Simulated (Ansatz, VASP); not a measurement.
# Ni: VASP beside Ansatz

INCAR

```
SYSTEM = Ni
PREC     = Accurate       ! precision mode
ENCUT    = 520            ! plane-wave cutoff, eV
EDIFF    = 1E-7           ! SCF threshold, eV
ISMEAR   = -1             ! smearing method
SIGMA    = 0.1            ! smearing width, eV
LREAL    = .False.        ! projectors in reciprocal space
LASPH    = .True.         ! aspherical terms in the spheres
NELM     = 60             ! most SCF steps
ALGO     = Normal         ! electronic algorithm
ISIF     = 2              ! what is computed and relaxed
LWAVE    = .False.        ! write WAVECAR
LCHARG   = .False.        ! write CHGCAR
GGA      = PS             ! functional
NBANDS   = 11             ! bands
```

The input KPOINTS:

```
Automatic mesh
0
Gamma
  26 26 26
  0 0 0
```

Contents of POSCAR:

```
Ni
1.0
    0.0000000000      1.7524178990      1.7524178990
    1.7524178990      0.0000000000      1.7524178990
    1.7524178990      1.7524178990      0.0000000000
Ni
1
Direct
    0.0000000000      0.0000000000      0.0000000000
```

Input for Ansatz:

```yaml
crystal:
  lattice:
    - [0.0, 1.752417899, 1.752417899]
    - [1.752417899, 0.0, 1.752417899]
    - [1.752417899, 1.752417899, 0.0]
  atoms:
    - { symbol: Ni, position: [0.0, 0.0, 0.0] }
hamiltonian:
  xc: pbesol
  pseudopotentials:
    kind: paw
    azcp:
      Ni: "pseudopotentials/Ni.paw.azcp"
basis:
  ecutwfc: 420
  fft_grid_basis: typed
kpoints:
  mp_grid: { grid: [26, 26, 26], shift: [0, 0, 0] }
magnetization:
  spin_polarized: false
scf:
  occupations: { method: fermi_dirac, width: 0.1 }
output:
  stress: true
```

Alike in both runs: task single point; functional PBEsol; k mesh 26 × 26 × 26; occupations fermi-dirac, width 0.1 eV; no spin polarisation.

|  | VASP | Ansatz |
| --- | --- | --- |
| version | VASP 6.6.1 | Ansatz 0.2.0 |
| potentials or method | VASP PAW PBE potentials, release 64 (Ni), cutoff 520 eV | plane waves (420 eV) with PAW, scalar-relativistic |
| valence electrons in the cell | 10 | 18 |

Ansatz gave:

| Item | Value |
| --- | --- |
| pressure (GPa) | -8.2 |

**Question.** Estimate VASP's values.

**Answer.** Pressure (GPa): -8.1.

VASP's potentials were made for PBE, not for PBEsol, and Ansatz warns of the same on its side. VASP's potentials hold 10 valence electrons a cell and Ansatz's 18, so a difference there can come from the potentials and not from the codes.
